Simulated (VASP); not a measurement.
# Pd (Fm-3m) in VASP: a series of runs

Aim: see how the results for Pd move with the level of theory and the settings. Levels: RPBE, PBE+D4, BLYP+D4. Tasks: single point, relaxation of cell and atoms.

Everything below comes from runs of VASP 6.6.1. Logs are shortened: lines on timing, memory, paths and dates and some standing lists are left out, and cuts for length are marked.

**1. The cell of the first run**

The structure is cubic, space group Fm-3m (No. 225). Conventional cell: a = 3.893 Å, b = 3.893 Å, c = 3.893 Å, α = 90.00°, β = 90.00°, γ = 90.00°. Within 3.6 Å of Pd (site symmetry m-3m) lie 12 Pd at 2.75 Å.

**2. Single point, RPBE**

Input file INCAR:

```
SYSTEM = Pd
ALGO = Normal
EDIFF = 1E-7
ENCUT = 520
GGA = RP
ISIF = 2
ISMEAR = 0
LASPH = .TRUE.
LCHARG = .FALSE.
LREAL = .FALSE.
LWAVE = .FALSE.
NBANDS = 11
NELM = 80
PREC = Accurate
SIGMA = 0.1
```

Input file KPOINTS:

```
k-points
0
G
  12 12 12
  0 0 0
```

Input file POSCAR:

```
Pd
1.0
    0.0000000000      1.9465000000      1.9465000000
    1.9465000000      0.0000000000      1.9465000000
    1.9465000000      1.9465000000      0.0000000000
Pd
1
Direct
    0.0000000000      0.0000000000      0.0000000000
```

Potentials or basis: VASP PAW PBE potentials, release 64 (Pd).

Command:

```
$ cat potpaw_PBE.64/Pd/POTCAR > POTCAR
$ mpirun -np 1 vasp_std > vasp.out
```

OUTCAR:

```text
SYSTEM = Pd
   EDIFF = 1E-7
   ENCUT = 520
   GGA = RP
   ISIF = 2
   ISMEAR = 0
   LASPH = .TRUE.
   LREAL = .FALSE.
   NELM = 80
   PREC = Accurate

 ion  position               nearest neighbor table
   1  0.000  0.000  0.000-

  LATTYP: Found a face centered cubic cell.
 ALAT       =     3.8930000000

  Lattice vectors:

 A1 = (   0.0000000000,   1.9465000000,   1.9465000000)
 A2 = (   1.9465000000,   0.0000000000,   1.9465000000)
 A3 = (   1.9465000000,   1.9465000000,   0.0000000000)

Analysis of symmetry for initial positions (statically):
[... 33 lines left out ...]
                                     Primitive cell

  volume of cell :      14.7500

  direct lattice vectors                    reciprocal lattice vectors
     0.000000000  1.946500000  1.946500000    -0.256871307  0.256871307  0.256871307
     1.946500000  0.000000000  1.946500000     0.256871307 -0.256871307  0.256871307
     1.946500000  1.946500000  0.000000000     0.256871307  0.256871307 -0.256871307

  length of vectors
     2.752766699  2.752766699  2.752766699     0.444914156  0.444914156  0.444914156

  position of ions in fractional coordinates (direct lattice)
     0.000000000  0.000000000  0.000000000

  ion indices of the primitive-cell ions
   primitive index   ion index
                 1           1

----------------------------------------------------------------------------------------

 KPOINTS: k-points

Automatic generation of k-mesh.
 Grid dimensions read from file:
 generate k-points for:   12   12   12

 Generating k-lattice:

  Cartesian coordinates                     Fractional coordinates (reciprocal lattice)
    -0.021405942  0.021405942  0.021405942     0.083333333  0.000000000  0.000000000
     0.021405942 -0.021405942  0.021405942     0.000000000  0.083333333  0.000000000
     0.021405942  0.021405942 -0.021405942     0.000000000  0.000000000  0.083333333

  Length of vectors
     0.037076180  0.037076180  0.037076180

  Shift w.r.t. Gamma in fractional coordinates (k-lattice)
     0.000000000  0.000000000  0.000000000

 Subroutine IBZKPT returns following result:
 ===========================================

 Found     72 irreducible k-points:

 Following reciprocal coordinates:
            Coordinates               Weight
  0.000000  0.000000  0.000000      1.000000
  0.083333  0.000000  0.000000      8.000000
  0.166667  0.000000  0.000000      8.000000
  0.250000  0.000000  0.000000      8.000000
  0.333333  0.000000  0.000000      8.000000
  0.416667  0.000000  0.000000      8.000000
[... 16 lines left out ...]
  0.500000  0.166667  0.000000     24.000000
 -0.416667  0.166667  0.000000     24.000000
 [... further k-points ...]
   k-points           NKPTS =     72   k-points in BZ     NKDIM =     72   number of bands    NBANDS=     11
   number of dos      NEDOS =    301   number of ions     NIONS =      1
   total plane-waves  NPLWV =   8000
   dimension x,y,z NGX =    20 NGY =   20 NGZ =   20
   dimension x,y,z NGXF=    40 NGYF=   40 NGZF=   40
   ions per type =               1
   NGX,Y,Z   is equivalent  to a cutoff of  12.08, 12.08, 12.08 a.u.
   NGXF,Y,Z  is equivalent  to a cutoff of  24.16, 24.16, 24.16 a.u.
 SYSTEM =  Pd
   PREC   = accura    normal or accurate (medium, high low for compatibility)
   ISTART =      0    job   : 0-new  1-cont  2-samecut
   ICHARG =      2    charge: 1-file 2-atom 10-const
   ISPIN  =      1    spin polarized calculation?
   LNONCOLLINEAR =      F non collinear calculations
   LSORBIT =      F    spin-orbit coupling
   LASPH  =      T    aspherical Exc in radial PAW
   ENCUT  =  520.0 eV  38.22 Ry    6.18 a.u.   5.12  5.12  5.12*2*pi/ulx,y,z
   NELM   =     80;   NELMIN=  2; NELMDL= -5     # of ELM steps
   EDIFF  = 0.1E-06   stopping-criterion for ELM
   LREAL  =      F    real-space projection
   EDIFFG = 0.1E-05   stopping-criterion for IOM
   NSW    =      0    number of steps for IOM
   IBRION =     -1    ionic relax: 0-MD 1-quasi-New 2-CG
   NFREE  =      0    steps in history (QN), initial steepest desc. (CG)
   ISIF   =      2    stress and relaxation
   ISYM   =      2    0-nonsym 1-usesym 2-fastsym
   POTIM  = 0.5000    time-step for ionic-motion
   TEBEG  =    0.0;   TEEND  =   0.0 temperature during run
   PSTRESS=    0.0 pullay stress
   NELECT =      10.0000    total number of electrons
   NUPDOWN=      -1.0000    fix difference up-down
   EMIN   =  10.00;   EMAX   =-10.00  energy-range for DOS
   EFERMI =   0.00;   METHOD = LEGACY
   ISMEAR =     0;   SIGMA  =   0.10  broadening in eV -4-tet -1-fermi 0-gaus
   EFERMI_NEDOS =   21; number of points for ismear=-14 and -15
   IALGO  =     38    algorithm
   IMIX   =      4    mixing-type and parameters
     AMIX     =   0.40;   BMIX     =  1.00
     AMIX_MAG =   1.60;   BMIX_MAG =  1.00
  volume/ion in A,a.u.               =      14.75        99.54
  Fermi-wavevector in a.u.,A,eV,Ry     =   1.438171  2.717748 28.141404  2.068335
  Thomas-Fermi vector in A             =   2.557167
   LORBIT       =      0    0 simple, 1 ext, 2 COOP (PROOUT), +10 PAW based schemes
   GGA     = RP    functional components
   LHFCALC =     F    Hartree Fock is set to
   AEXX    =    0.0000 exact exchange contribution
   IVDW    =     0    specifies the selected vdW correction
   LEPSILON=     F    determine dielectric tensor
   LRPA    =     F    only Hartree local field effects (RPA)
 non-spin polarized calculation
 Gauss-broadening in eV      SIGMA  =   0.10
  energy-cutoff  :      520.00
  volume of cell :       14.75
 maximum number of plane-waves:       415
   NGX = 11   NGY = 11   NGZ = 11

 number of electron      10.0000000 magnetization

 number of electron       9.9999999 magnetization

 Free energy of the ion-electron system (eV)
  ---------------------------------------------------
  ext. energy  EPLUGINS =         0.00000000
  ---------------------------------------------------
  free energy    TOTEN  =        -4.60295790 eV

  energy without entropy =       -4.59008658  energy(sigma->0) =       -4.59652224

 E-fermi :   9.8496     XC(G=0): -13.0825

 val. band max:        9.8458569756   @ k =  -0.4167   0.3333   0.0833
 cond. band min:       9.8496291595   @ k =  -0.4167   0.4167   0.1667
 fundamental gap:      0.0037721839
 Fermi energy:         9.8495761627

 k-point     1 :       0.0000    0.0000    0.0000
  band No.  band energies     occupation
      1       2.7920      2.00000
      2       7.0449      2.00000
      3       7.0449      2.00000
      4       7.0449      2.00000
      5       8.6466      2.00000
      6       8.6466      2.00000
      7      27.0763      0.00000
      8      31.8847      0.00000
      9      31.8847      0.00000
     10      31.8847      0.00000
     11      36.1425      0.00000

 k-point     2 :       0.0833    0.0000    0.0000
  band No.  band energies     occupation
      1       3.0421      2.00000
      2       6.9595      2.00000
      3       7.1295      2.00000
      4       7.1295      2.00000
      5       8.6080      2.00000
      6       8.6080      2.00000
      7      27.3272      0.00000
      8      30.3843      0.00000
      9      32.1713      0.00000
     10      32.1713      0.00000
     11      36.2074      0.00000

 k-point     3 :       0.1667    0.0000    0.0000
  band No.  band energies     occupation
      1       3.7182      2.00000
      2       6.8134      2.00000
      3       7.3005      2.00000
      4       7.3005      2.00000
      5       8.5827      2.00000
      6       8.5827      2.00000
      7      27.1571      0.00000
      8      28.3958      0.00000
      9      32.9174      0.00000
     10      32.9174      0.00000
     11      36.1797      0.00000

 k-point     4 :       0.2500    0.0000    0.0000
  band No.  band energies     occupation
      1       4.4663      2.00000
      2       7.0287      2.00000
      3       7.3355      2.00000
      4       7.3355      2.00000
      5       8.7974      2.00000
      6       8.7974      2.00000
      7      24.4422      0.00000
      8      28.1228      0.00000
      9      33.5717      0.00000
     10      33.5717      0.00000
     11      35.7313      0.00000

 k-point     5 :       0.3333    0.0000    0.0000
  band No.  band energies     occupation
      1       4.7156      2.00000
      2       7.1988      2.00000
      3       7.1988      2.00000
      4       8.1893      2.00000
      5       9.2496      2.00000
      6       9.2496      2.00000
      7      21.3792      0.00000
      8      27.3768      0.00000
      9      32.7471      0.00000
     10      32.7471      0.00000
     11      36.2945      0.00000

 k-point     6 :       0.4167    0.0000    0.0000
  band No.  band energies     occupation
      1       4.6524      2.00000
      2       7.0535      2.00000
      3       7.0535      2.00000
      4       9.6743      1.98679
      5       9.6743      1.98679
      6       9.9153      0.35280
      7      18.6034      0.00000
      8      26.6908      0.00000
      9      31.5263      0.00000
     10      31.5263      0.00000
     11      36.9701      0.00000

 k-point     7 :       0.5000    0.0000    0.0000
  band No.  band energies     occupation
      1       4.6047      2.00000
      2       6.9962      2.00000
      3       6.9962      2.00000
      4       9.8457      1.04352
      5       9.8457      1.04352
      6      10.9355      0.00000
      7      17.2401      0.00000
      8      26.4374      0.00000
      9      31.0500      0.00000
     10      31.0500      0.00000
     11      36.1936      0.00000

 k-point     8 :       0.0833    0.0833    0.0000
  band No.  band energies     occupation
      1       3.1258      2.00000
      2       6.8632      2.00000
      3       7.1968      2.00000
      4       7.1968      2.00000
      5       8.4615      2.00000
      6       8.7190      2.00000
      7      27.4413      0.00000
      8      30.8071      0.00000
      9      31.6546      0.00000
     10      31.6546      0.00000
     11      36.2086      0.00000
[... 141 lines left out ...]
 k-point    19 :       0.1667    0.1667    0.0000
  band No.  band energies     occupation
      1       4.0286      2.00000
      2       6.3946      2.00000
      3       7.6390      2.00000
      4       7.6390      2.00000
      5       8.0530      2.00000
      6       8.9206      2.00000
      7      28.3907      0.00000
      8      29.4033      0.00000
      9      30.3997      0.00000
     10      30.3997      0.00000
     11      36.1063      0.00000

 k-point    20 :       0.2500    0.1667    0.0000
  band No.  band energies     occupation
      1       4.6722      2.00000
      2       6.1556      2.00000
      3       7.5588      2.00000
      4       7.8730      2.00000
      5       8.4052      2.00000
      6       9.1037      2.00000
      7      26.9967      0.00000
      8      28.7842      0.00000
      9      29.5262      0.00000
     10      30.7966      0.00000
     11      35.5934      0.00000

 k-point    21 :       0.3333    0.1667    0.0000
  band No.  band energies     occupation
      1       5.1750      2.00000
      2       6.2519      2.00000
      3       7.2280      2.00000
      4       7.8853      2.00000
      5       9.4566      2.00000
      6       9.4932      2.00000
      7      23.8984      0.00000
      8      28.1294      0.00000
      9      28.8490      0.00000
     10      31.0117      0.00000
     11      35.9287      0.00000

 k-point    22 :       0.4167    0.1667    0.0000
  band No.  band energies     occupation
      1       5.1985      2.00000
      2       6.6235      2.00000
      3       7.2322      2.00000
      4       7.7462      2.00000
      5       9.8014      1.50470
      6      11.0970      0.00000
      7      20.7288      0.00000
      8      27.1428      0.00000
      9      28.5103      0.00000
     10      30.2516      0.00000
     11      36.2131      0.00000

 k-point    23 :       0.5000    0.1667    0.0000
  band No.  band energies     occupation
      1       5.1599      2.00000
      2       6.5626      2.00000
      3       7.6004      2.00000
      4       7.7578      2.00000
      5       9.8885      0.58168
      6      12.9728      0.00000
      7      18.0212      0.00000
      8      26.3036      0.00000
      9      28.7780      0.00000
     10      29.2871      0.00000
     11      36.2219      0.00000

 k-point    24 :      -0.4167    0.1667    0.0000
  band No.  band energies     occupation
      1       5.2122      2.00000
      2       6.5697      2.00000
      3       7.5312      2.00000
      4       7.9603      2.00000
      5       9.6211      1.99877
      6      13.5235      0.00000
      7      17.5138      0.00000
      8      25.7400      0.00000
      9      28.7895      0.00000
     10      29.8337      0.00000
     11      36.2174      0.00000

 [... further k-points ...]
[... 5 lines left out ...]
  --------------------------------------------------------------------------------------
  -------------------------------------------------------------------------------------
  Total        1.0445064      1.0445064      1.0445064     -0.0000000     -0.0000000      0.0000000
  in kB      113.4562591    113.4562591    113.4562591     -0.0000000     -0.0000000      0.0000000
  external PRESSURE =     113.4562591 kB  Pullay stress =       0.0000000 kB

 VOLUME and BASIS-vectors are now :
 -----------------------------------------------------------------------------
  energy-cutoff  :      520.00
  volume of cell :       14.75
      direct lattice vectors                 reciprocal lattice vectors
     0.000000000  1.946500000  1.946500000    -0.256871307  0.256871307  0.256871307
     1.946500000  0.000000000  1.946500000     0.256871307 -0.256871307  0.256871307
     1.946500000  1.946500000  0.000000000     0.256871307  0.256871307 -0.256871307

 POSITION                                       TOTAL-FORCE (eV/Angst)
 -----------------------------------------------------------------------------------
      0.00000      0.00000      0.00000        -0.000000      0.000000     -0.000000
 -----------------------------------------------------------------------------------
    total drift:                                0.000000      0.000000     -0.000000

  FREE ENERGIE OF THE ION-ELECTRON SYSTEM (eV)
  ---------------------------------------------------
  free  energy   TOTEN  =        -4.6029578986 eV

  energy  without entropy=       -4.5900865809  energy(sigma->0) =       -4.59652224
```

It took 20 s on 1 thread of Intel Xeon 8259CL, shared host; peak memory 0.13 GiB.

What came out:

```yaml
Free_energy: -4.6030 eV
Pressure: 11.3 GPa
Band_gap_on_the_k_mesh: zero (band 5 reaches 10.16 eV, above the bottom of band 6 at 8.58 eV)
```

Caveat: the PAW data sets were made with another functional, which shifts forces and pressure a little.

(Continued in part 2 of 3.)
